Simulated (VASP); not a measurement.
Write the native input for VASP 6.6.1 that does the following.

| Quantity | Value |
| --- | --- |
| Task | single point |
| Functional | PBEsol |
| Potentials or basis | VASP PAW PBE potentials, release 64 (Fe, Ge_d) |
| Cutoff | 600 eV |
| k mesh | 3 × 3 × 3 |
| Occupations | gaussian, width 0.05 eV |
| Spin | collinear spin, ferromagnetic start |
| Starting moments | [2.2, 0.0, 0.0, 0.0, 0.0, 0.0, 0.0, 0.0, 0.0, 0.0, 0.0, 0.0, 0.0, 0.0, 0.0, 0.0, 0.0] μB |
| Hubbard terms | Fe d U = 4.0 eV |
| Dipole correction | no |
| Further INCAR settings | ALGO = Normal; EDIFF = 1e-06; NBANDS = 134 |

The structure of FeGe16 lies in POSCAR:

```
FeGe16
1.0
    0.0000000000      5.6575400000      5.6575400000
    5.6575400000      0.0000000000      5.6575400000
    5.6575400000      5.6575400000      0.0000000000
Fe Ge
1 16
Direct
    0.2500000000      0.2500000000      0.2500000000
    1.0000000000      1.0000000000      0.0000000000
    0.9976125891      0.9976125891      0.5023874109
    0.9976125891      0.5023874109      0.9976125891
    0.9976125891      0.5023874109      0.5023874109
    0.5023874109      0.9976125891      0.9976125891
    0.5023874109      0.9976125891      0.5023874109
    0.5023874109      0.5023874109      0.9976125891
    0.5000000000      0.5000000000      0.5000000000
    0.1242205332      0.1242205332      0.1242205332
    0.1242205332      0.1242205332      0.6273384004
    0.1242205332      0.6273384004      0.1242205332
    0.1277661185      0.6240779605      0.6240779605
    0.6273384004      0.1242205332      0.1242205332
    0.6240779605      0.1277661185      0.6240779605
    0.6240779605      0.6240779605      0.1277661185
    0.6240779605      0.6240779605      0.6240779605
```

These files were run (other wordings do the same):

INCAR

```
PREC     = Accurate       # precision mode
ENCUT    = 600            # plane-wave cutoff, eV
EDIFF    = 1E-6           # SCF threshold, eV
ISMEAR   = 0              # smearing method
SIGMA    = 0.05           # smearing width, eV
LREAL    = False          # projectors in reciprocal space
LASPH    = True           # aspherical terms in the spheres
NELM     = 200            # most SCF steps
ALGO     = Normal         # electronic algorithm
ISIF     = 2              # what is computed and relaxed
LWAVE    = False          # write WAVECAR
LCHARG   = False          # write CHGCAR
ISPIN    = 2              # spin polarisation
MAGMOM   = 2.2 0 0 0 0 0 0 0 0 0 0 0 0 0 0 0 0 # initial moments
LORBIT   = 11             # projections on sites
LMAXMIX  = 4              # l up to which the mixer works
LDAU     = True           # DFT+U
LDAUTYPE = 2            
LDAUL    = 2 -1           # shell
LDAUU    = 4 0            # U, eV
LDAUJ    = 0 0          
LDAUPRINT= 1            
GGA      = PS             # functional
NBANDS   = 134            # bands
GGA_COMPAT= False
```

KPOINTS

```
regular mesh
0
Gamma
  3 3 3
```

Potentials or basis: VASP PAW PBE potentials, release 64 (Fe, Ge_d).

The run is started by

```sh
$ cat potpaw_PBE.64/Fe/POTCAR potpaw_PBE.64/Ge_d/POTCAR > POTCAR
$ mpirun -np 1 vasp_std > vasp.out
```

It gave:

```json
{
  "Pressure": "2.6 GPa",
  "Largest force": "0.031 eV/Å",
  "Net moment": "2.70 μB per cell",
  "Site moments": "Fe +2.66; Ge +0.03, +0.00, -0.00, +0.01 (each value once) μB",
  "Valence electrons inside the program's atomic spheres": "Fe 7.22; Ge 12.41, 12.42, 12.43, 12.46 (each value once)"
}
```

Caveat: the PAW data sets were made with another functional, which shifts forces and pressure a little; the U is typed as a test and isn't derived for this compound.

Wall time 14 min on 1 thread of AMD EPYC 7R13 Processor (Zen 3), with other jobs on the host, peak memory 0.92 GiB.
